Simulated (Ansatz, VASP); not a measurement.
**CdS in VASP and in Ansatz**

File POSCAR:

```
CdS
1.0
    4.1646212322      0.0000000000      0.0000000000
   -2.0823106161      3.6066677843      0.0000000000
    0.0000000000      0.0000000000      6.7659754265
Cd S
2 2
Direct
    0.3333333333      0.6666666667     -0.0009650882
    0.6666666667      0.3333333333      0.4990349118
    0.3333333333      0.6666666667      0.3759650882
    0.6666666667      0.3333333333      0.8759650882
```

Contents of INCAR.step1:

```
PREC = Accurate
ENCUT = 520
ISMEAR = 0
SIGMA = 0.01
LREAL = False
LASPH = True
NELM = 60
NBANDS = 26
GGA = PE
ALGO = Normal
EDIFF = 1E-4
LWAVE = True
LCHARG = False
```

The input INCAR.step2:

```
PREC = Accurate
ENCUT = 520
EDIFF = 1E-7
ISMEAR = 0
SIGMA = 0.01
LREAL = False
LASPH = True
NELM = 60
ALGO = Normal
ISIF = 2
LWAVE = False
LCHARG = False
METAGGA = R2SCAN
LMIXTAU = True
NBANDS = 26
ISTART = 1
```

The input KPOINTS:

```
Automatic mesh
0
Gamma
  12 12 4
```

Input for Ansatz:

```yaml
crystal:
  lattice:
    - [4.1646212322, 0.0, 0.0]
    - [-2.0823106161, 3.6066677843, 0.0]
    - [0.0, 0.0, 6.7659754265]
  atoms:
    - { symbol: Cd, position: [0.3333333333, 0.6666666667, -0.0009650882] }
    - { symbol: Cd, position: [0.6666666667, 0.3333333333, 0.4990349118] }
    - { symbol: S, position: [0.3333333333, 0.6666666667, 0.3759650882] }
    - { symbol: S, position: [0.6666666667, 0.3333333333, 0.8759650882] }
kpoints:
  mp_grid: { grid: [12, 12, 4] }
  band_path:
    path:
      - [0.0, 0.0, 0.0]
      - [0.5, 0.0, 0.0]
      - [0.3333333333, 0.3333333333, 0.0]
      - [0.0, 0.0, 0.5]
      - [0.5, 0.0, 0.5]
      - [0.3333333333, 0.3333333333, 0.5]
    npoints: 1
hamiltonian:
  xc: r2scan
scf:
  occupations: { method: fixed }
  n_extra_bands: 5
output:
  forces: true
  stress: true
  eigenvalues: true
```

Alike in both runs: task single point; functional r2SCAN; k mesh 12 × 12 × 4; no spin polarisation.

|  | VASP | Ansatz |
| --- | --- | --- |
| version | VASP 6.6.1 | Ansatz 0.2.0 |
| potentials or method | VASP PAW PBE potentials, release 64 (Cd, S) | plane waves, PAW |
| plane-wave cutoff (eV) | 520 | 500 |
| occupations | gaussian, width 0.01 eV | fixed |
| valence electrons in the cell | 36 | 52 |

```tsv
	VASP	Ansatz	Ansatz less VASP
gap on the k mesh at the Fermi level (eV)	1.63	1.63	+0.005
pressure (GPa)	0.3	0.0	-0.31
```

VASP's potentials were made for PBE, not for r2SCAN. VASP's potentials hold 36 valence electrons a cell and Ansatz's 52, so a difference there can come from the potentials and not from the codes.
